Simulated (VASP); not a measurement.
Here is a VASP 6.6.1 calculation.

INCAR

```
SYSTEM = TiN
PREC     = Accurate       ! precision mode
ENCUT    = 1330           ! plane-wave cutoff, eV
EDIFF    = 1E-6           ! SCF threshold, eV
ISMEAR   = 0              ! smearing method
SIGMA    = 0.1            ! smearing width, eV
LREAL    = .FALSE.        ! projectors in reciprocal space
LASPH    = .TRUE.         ! aspherical terms in the spheres
NELM     = 120            ! most SCF steps
ALGO     = Normal         ! electronic algorithm
ISIF     = 2              ! what is computed and relaxed
LWAVE    = .FALSE.        ! write WAVECAR
LCHARG   = .TRUE.         ! write CHGCAR
GGA      = CA             ! functional
LELF     = .TRUE.         ! ELF
LVHAR    = .TRUE.       
NBANDS   = 16             ! bands
GGA_COMPAT= .FALSE.
```

Contents of KPOINTS:

```
regular mesh
0
G
  8 8 8
  0 0 0
```

The input POSCAR:

```
TiN
1.0
    0.0000000000      2.0864398362      2.0864398362
    2.0864398362      0.0000000000      2.0864398362
    2.0864398362      2.0864398362      0.0000000000
Ti N
1 1
Direct
    0.0000000000      0.0000000000      0.0000000000
    0.5000000000      0.5000000000      0.5000000000
```

Potentials or basis: VASP PAW LDA potentials, release 64 (Ti_sv, N_h).

The run is started by

```sh
$ cat potpaw_LDA.64/Ti_sv/POTCAR potpaw_LDA.64/N_h/POTCAR > POTCAR
$ mpirun -np 1 vasp_std > vasp.out
```

Question: What does it give for the band gap on the k mesh?

Answer: Zero (an odd number of electrons rules out a gap without spin polarisation).

Question: What does it give for the pressure?

Answer: 0.9 GPa.

Caveat: an odd number of electrons without spin polarisation forces a metal; a magnetic or distorted state may lie lower.
